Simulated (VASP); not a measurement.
# MnF2 (P4_2/mnm) in VASP: single point with PBE

Aim: the single point of MnF2 with PBE.

Program: VASP 6.6.1. These are calculated values, not measurements. Logs are shortened: lines on timing, memory, paths and dates and some standing lists are left out, and cuts for length are marked.

## 1. The cell of the first run

The structure is tetragonal, space group P4_2/mnm (No. 136). Conventional cell: a = 4.949 Å, b = 4.949 Å, c = 3.340 Å, α = 90.00°, β = 90.00°, γ = 90.00°. Mn (site symmetry mmm) has 6 F at 2.14 to 2.16 Å within 2.8 Å. Within 2.8 Å of F (site symmetry m2m) lie 3 Mn at 2.14 to 2.16 Å and 1 F at 2.73 Å.

## 2. Single point, PBE, collinear spin, ferromagnetic start

File INCAR:

```
PREC     = Accurate       # precision mode
ENCUT    = 520            # plane-wave cutoff, eV
EDIFF    = 1E-6           # SCF threshold, eV
ISMEAR   = 0              # smearing method
SIGMA    = 0.02           # smearing width, eV
LREAL    = False          # projectors in reciprocal space
LASPH    = True           # aspherical terms in the spheres
NELM     = 150            # most SCF steps
ALGO     = Normal         # electronic algorithm
ISIF     = 2              # what is computed and relaxed
LWAVE    = False          # write WAVECAR
LCHARG   = True           # write CHGCAR
ISPIN    = 2              # spin polarisation
MAGMOM   = 4.61 4.61 0.11 0.11 0.11 0.11 # initial moments
LORBIT   = 11             # projections on sites
LMAXMIX  = 4              # l up to which the mixer works
GGA      = PE             # functional
LELF     = True           # ELF
LVHAR    = True         
NBANDS   = 40             # bands
```

File KPOINTS:

```
regular mesh
0
Gamma
  6 6 8
```

File POSCAR:

```
MnF2
1.0
    4.9493867462      0.0000000000      0.0000000000
    0.0000000000      4.9493867462      0.0000000000
    0.0000000000      0.0000000000      3.3399454992
Mn F
2 4
Direct
    0.0000000000      0.0000000000      0.0000000000
    0.5000000000      0.5000000000      0.5000000000
    0.3052572761      0.3052572761      0.0000000000
    0.1947427239      0.8052572761      0.5000000000
    0.6947427239      0.6947427239      0.0000000000
    0.8052572761      0.1947427239      0.5000000000
```

Potentials or basis: VASP PAW PBE potentials, release 64 (Mn_pv, F).

Command:

```sh
cat potpaw_PBE.64/Mn_pv/POTCAR potpaw_PBE.64/F/POTCAR > POTCAR
mpirun -np 1 vasp_std > vasp.out
```

OUTCAR:

```text
PREC = Accurate
   ENCUT = 520
   EDIFF = 1E-6
   ISMEAR = 0
   LREAL = False
   LASPH = True
   NELM = 150
   ISIF = 2
   ISPIN = 2
   LORBIT = 11
   GGA = PE

 ion  position               nearest neighbor table
   1  0.000  0.000  0.000-   3 2.14   5 2.14   4 2.16   6 2.16   4 2.16   6 2.16
   2  0.500  0.500  0.500-   4 2.14   6 2.14   5 2.16   3 2.16   3 2.16   5 2.16
   3  0.305  0.305  0.000-   1 2.14   2 2.16   2 2.16
   4  0.195  0.805  0.500-   2 2.14   1 2.16   1 2.16
   5  0.695  0.695  0.000-   1 2.14   2 2.16   2 2.16
   6  0.805  0.195  0.500-   2 2.14   1 2.16   1 2.16

  LATTYP: Found a simple tetragonal cell.
 ALAT       =     4.9493867462
 C/A-ratio  =     0.6748200677

  Lattice vectors:

 A1 = (   4.9493867462,   0.0000000000,   0.0000000000)
 A2 = (   0.0000000000,   4.9493867462,   0.0000000000)
 A3 = (   0.0000000000,   0.0000000000,   3.3399454992)

Analysis of symmetry for initial positions (statically):
=====================================================================
 Subroutine PRICEL returns:
 Original cell was already a primitive cell.

 Routine SETGRP: Setting up the symmetry group for a
 simple tetragonal supercell.

 Subroutine GETGRP returns: Found 16 space group operations
 (whereof  8 operations were pure point group operations)
 out of a pool of 16 trial point group operations.

The static configuration has the point symmetry D_2h.
 The point group associated with its full space group is D_4h.

Analysis of symmetry for dynamics (positions and initial velocities):
=====================================================================
 Subroutine PRICEL returns:
 Original cell was already a primitive cell.

 Routine SETGRP: Setting up the symmetry group for a
 simple tetragonal supercell.

 Subroutine GETGRP returns: Found 16 space group operations
 (whereof  8 operations were pure point group operations)
 out of a pool of 16 trial point group operations.

The dynamic configuration has the point symmetry D_2h.
 The point group associated with its full space group is D_4h.

Analysis of structural, dynamic, and magnetic symmetry:
=====================================================================
 Subroutine PRICEL returns:
 Original cell was already a primitive cell.

 Routine SETGRP: Setting up the symmetry group for a
 simple tetragonal supercell.

 Subroutine GETGRP returns: Found 16 space group operations
 (whereof  8 operations were pure point group operations)
 out of a pool of 16 trial point group operations.

The overall configuration has the point symmetry D_2h.
 The point group associated with its full space group is D_4h.

 Subroutine INISYM returns: Found 16 space group operations
 (whereof  8 operations are pure point group operations),
 and found     1 'primitive' translations

----------------------------------------------------------------------------------------

                                     Primitive cell

  volume of cell :      81.8167

  direct lattice vectors                    reciprocal lattice vectors
     4.949386746  0.000000000  0.000000000     0.202045233  0.000000000  0.000000000
     0.000000000  4.949386746  0.000000000     0.000000000  0.202045233  0.000000000
     0.000000000  0.000000000  3.339945499     0.000000000  0.000000000  0.299406083

  length of vectors
     4.949386746  4.949386746  3.339945499     0.202045233  0.202045233  0.299406083

  position of ions in fractional coordinates (direct lattice)
     0.000000000  0.000000000  0.000000000
     0.500000000  0.500000000  0.500000000
     0.305257276  0.305257276  0.000000000
     0.194742724  0.805257276  0.500000000
     0.694742724  0.694742724  0.000000000
     0.805257276  0.194742724  0.500000000

  ion indices of the primitive-cell ions
   primitive index   ion index
                 1           1
                 2           2
                 3           3
                 4           4
                 5           5
                 6           6

----------------------------------------------------------------------------------------

 KPOINTS: regular mesh
[... 25 lines left out ...]
  0.000000  0.000000  0.000000      1.000000
  0.166667  0.000000  0.000000      4.000000
  0.333333  0.000000  0.000000      4.000000
  0.500000  0.000000  0.000000      2.000000
  0.166667  0.166667  0.000000      4.000000
  0.333333  0.166667  0.000000      8.000000
[... 16 lines left out ...]
  0.333333  0.000000  0.250000      8.000000
  0.500000  0.000000  0.250000      4.000000
 [... further k-points ...]
   k-points           NKPTS =     50   k-points in BZ     NKDIM =     50   number of bands    NBANDS=     40
   number of dos      NEDOS =    301   number of ions     NIONS =      6
   total plane-waves  NPLWV =  44800
   dimension x,y,z NGX =    40 NGY =   40 NGZ =   28
   dimension x,y,z NGXF=    80 NGYF=   80 NGZF=   56
   ions per type =               2   4
   NGX,Y,Z   is equivalent  to a cutoff of  13.44, 13.44, 13.94 a.u.
   NGXF,Y,Z  is equivalent  to a cutoff of  26.87, 26.87, 27.87 a.u.
 SYSTEM =  unknown system
   PREC   = accura    normal or accurate (medium, high low for compatibility)
   ISTART =      0    job   : 0-new  1-cont  2-samecut
   ICHARG =      2    charge: 1-file 2-atom 10-const
   ISPIN  =      2    spin polarized calculation?
   LNONCOLLINEAR =      F non collinear calculations
   LSORBIT =      F    spin-orbit coupling
   LASPH  =      T    aspherical Exc in radial PAW
   ENCUT  =  520.0 eV  38.22 Ry    6.18 a.u.   9.20  9.20  6.21*2*pi/ulx,y,z
   NELM   =    150;   NELMIN=  2; NELMDL= -5     # of ELM steps
   EDIFF  = 0.1E-05   stopping-criterion for ELM
   LREAL  =      F    real-space projection
[... 7 lines left out ...]
   TEBEG  =    0.0;   TEEND  =   0.0 temperature during run
   PSTRESS=    0.0 pullay stress
   NELECT =      54.0000    total number of electrons
   NUPDOWN=      -1.0000    fix difference up-down
   EMIN   =  10.00;   EMAX   =-10.00  energy-range for DOS
   EFERMI =   0.00;   METHOD = LEGACY
   ISMEAR =     0;   SIGMA  =   0.02  broadening in eV -4-tet -1-fermi 0-gaus
   EFERMI_NEDOS =   21; number of points for ismear=-14 and -15
   IALGO  =     38    algorithm
   IMIX   =      4    mixing-type and parameters
     AMIX     =   0.40;   BMIX     =  1.00
     AMIX_MAG =   1.60;   BMIX_MAG =  1.00
  volume/ion in A,a.u.               =      13.64        92.02
  Fermi-wavevector in a.u.,A,eV,Ry     =   1.425363  2.693545 27.642393  2.031659
  Thomas-Fermi vector in A             =   2.545755
   LORBIT       =     11    0 simple, 1 ext, 2 COOP (PROOUT), +10 PAW based schemes
   GGA     = PE    functional components
   LHFCALC =     F    Hartree Fock is set to
   AEXX    =    0.0000 exact exchange contribution
   IVDW    =     0    specifies the selected vdW correction
   LEPSILON=     F    determine dielectric tensor
   LRPA    =     F    only Hartree local field effects (RPA)
 spin polarized calculation
 Gauss-broadening in eV      SIGMA  =   0.02
  energy-cutoff  :      520.00
  volume of cell :       81.82
 maximum number of plane-waves:      2230
 NGX is ok and might be reduce to    40
   NGX = 19   NGY = 19   NGZ = 13

 number of electron      54.0000054 magnetization      10.0000020

 number of electron      54.0000054 magnetization       9.9999995

 Free energy of the ion-electron system (eV)
  ---------------------------------------------------
  ext. energy  EPLUGINS =         0.00000000
  ---------------------------------------------------
  free energy    TOTEN  =       -39.34125168 eV

  energy without entropy =      -39.34125168  energy(sigma->0) =      -39.34125168

 E-fermi :   3.0908     XC(G=0):  -9.5514

 val. band max:        2.8462528932   @ k =   0.0000   0.0000   0.0000
 cond. band min:       4.0533621610   @ k =   0.0000   0.0000   0.0000
 fundamental gap:      1.2071092678
 Fermi energy:         3.0908477695

 spin component 1

 k-point     1 :       0.0000    0.0000    0.0000
  band No.  band energies     occupation
      1     -47.2212      1.00000
      2     -47.2212      1.00000
      3     -47.1682      1.00000
      4     -47.1682      1.00000
      5     -47.1611      1.00000
      6     -47.1597      1.00000
[... 997 lines left out ...]
     38      12.7384      0.00000
     39      13.6390      0.00000

 [... further k-points ...]

 spin component 2

 k-point     1 :       0.0000    0.0000    0.0000
  band No.  band energies     occupation
      1     -42.2513      1.00000
      2     -42.2513      1.00000
      3     -42.1886      1.00000
      4     -42.1886      1.00000
      5     -42.1771      1.00000
      6     -42.1749      1.00000
[... 997 lines left out ...]
     38      13.7416      0.00000
     39      14.4795      0.00000

 [... further k-points ...]

 [bands above 39 left out]

------------------------ aborting loop because EDIFF is reached ----------------------------------------

  FORCE on cell =-STRESS in cart. coord.  units (eV):
  Direction    XX          YY          ZZ          XY          YZ          ZX
  --------------------------------------------------------------------------------------
  -------------------------------------------------------------------------------------
  Total       -0.0269019     -0.0269019     -0.0192105      0.0000000      0.0000000      0.0000000
  in kB       -0.5268070     -0.5268070     -0.3761898      0.0000000      0.0000000      0.0000000
  external PRESSURE =      -0.4766013 kB  Pullay stress =       0.0000000 kB

 VOLUME and BASIS-vectors are now :
 -----------------------------------------------------------------------------
  energy-cutoff  :      520.00
  volume of cell :       81.82
      direct lattice vectors                 reciprocal lattice vectors
     4.949386746  0.000000000  0.000000000     0.202045233  0.000000000  0.000000000
     0.000000000  4.949386746  0.000000000     0.000000000  0.202045233  0.000000000
     0.000000000  0.000000000  3.339945499     0.000000000  0.000000000  0.299406083

 POSITION                                       TOTAL-FORCE (eV/Angst)
 -----------------------------------------------------------------------------------
      0.00000      0.00000      0.00000         0.000000     -0.000000      0.000000
      2.47469      2.47469      1.66997         0.000000     -0.000000      0.000000
      1.51084      1.51084      0.00000        -0.002640     -0.002640      0.000000
      0.96386      3.98553      1.66997         0.002640     -0.002640      0.000000
      3.43855      3.43855      0.00000         0.002640      0.002640     -0.000000
      3.98553      0.96386      1.66997        -0.002640      0.002640     -0.000000
 -----------------------------------------------------------------------------------
    total drift:                                0.000000      0.000000     -0.000000

  FREE ENERGIE OF THE ION-ELECTRON SYSTEM (eV)
  ---------------------------------------------------
  free  energy   TOTEN  =       -39.3412516830 eV

  energy  without entropy=      -39.3412516830  energy(sigma->0) =      -39.34125168

 total charge

# of ion       s       p       d       tot
------------------------------------------
    1        0.157   6.134   4.933  11.223
    2        0.157   6.134   4.933  11.223
    3        1.734   4.359   0.000   6.093
    4        1.734   4.359   0.000   6.093
    5        1.734   4.359   0.000   6.093
    6        1.734   4.359   0.000   6.093
--------------------------------------------------
tot          7.251  29.703   9.865  46.819

 magnetization (x)

# of ion       s       p       d       tot
------------------------------------------
    1        0.024   0.020   4.551   4.596
    2        0.024   0.020   4.551   4.596
    3        0.008   0.078   0.000   0.086
    4        0.008   0.078   0.000   0.086
    5        0.008   0.078   0.000   0.086
    6        0.008   0.078   0.000   0.086
--------------------------------------------------
tot          0.081   0.351   9.103   9.535
```

It took 3.2 min on 1 thread of Intel Xeon Platinum 8488C (Sapphire Rapids), shared host; peak memory 0.38 GiB.

Results:

- Free energy: -39.3413 eV
- Pressure: 0.0 GPa
- Largest force: 0.004 eV/Å
- Band gap on the k mesh: 1.21 eV
- Net moment: 10.00 μB per cell
- Site moments: Mn +4.60; F +0.09 μB
- Valence electrons inside the program's atomic spheres: Mn 11.22; F 6.09

Forces in eV/Å, atoms in the order of the input:
```
Mn   0.000  0.000  0.000
Mn   0.000  0.000  0.000
F   -0.003 -0.003  0.000
F    0.003 -0.003  0.000
F    0.003  0.003  0.000
F   -0.003  0.003  0.000
```

Levels at points of the mesh, in eV from the valence-band top:
Spin up:
| k point | band 29 | band 30 | band 31 | band 32 | band 33 | band 34 | band 35 | band 36 |
| --- | --- | --- | --- | --- | --- | --- | --- | --- |
| (0.00, 0.00, 0.00) | -1.48 | -0.51 | -0.51 | 0.00 | 1.21 | 6.58 | 6.58 | 7.59 |
| (0.50, 0.00, 0.00) | -0.78 | -0.78 | -0.62 | -0.62 | 3.50 | 3.50 | 7.83 | 7.83 |
| (0.50, 0.50, 0.00) | -1.08 | -1.08 | -0.51 | -0.51 | 4.88 | 4.88 | 5.65 | 5.65 |
| (0.00, 0.00, 0.50) | -1.16 | -1.16 | -0.96 | -0.96 | 5.72 | 5.72 | 9.48 | 9.48 |
| (0.50, 0.00, 0.50) | -1.58 | -1.58 | -0.29 | -0.29 | 6.81 | 6.81 | 6.91 | 6.91 |
| (0.50, 0.50, 0.50) | -1.18 | -1.18 | -0.79 | -0.79 | 6.65 | 6.65 | 8.03 | 8.03 |
Spin down:
| k point | band 20 | band 21 | band 22 | band 23 | band 24 | band 25 |
| --- | --- | --- | --- | --- | --- | --- |
| (0.00, 0.00, 0.00) | -4.35 | -4.35 | -4.06 | 1.88 | 1.91 | 2.28 |
| (0.50, 0.00, 0.00) | -5.10 | -4.38 | -4.38 | 2.07 | 2.07 | 2.47 |
| (0.50, 0.50, 0.00) | -4.78 | -4.68 | -4.68 | 1.95 | 1.95 | 2.38 |
| (0.00, 0.00, 0.50) | -4.91 | -4.73 | -4.73 | 2.29 | 2.29 | 2.37 |
| (0.50, 0.00, 0.50) | -4.78 | -4.54 | -4.54 | 2.04 | 2.04 | 2.42 |
| (0.50, 0.50, 0.50) | -4.52 | -4.46 | -4.46 | 2.27 | 2.27 | 2.35 |

Caveat: the run started ferromagnetic, and an antiferromagnetic order may lie lower in energy. A k mesh can miss the band edges.
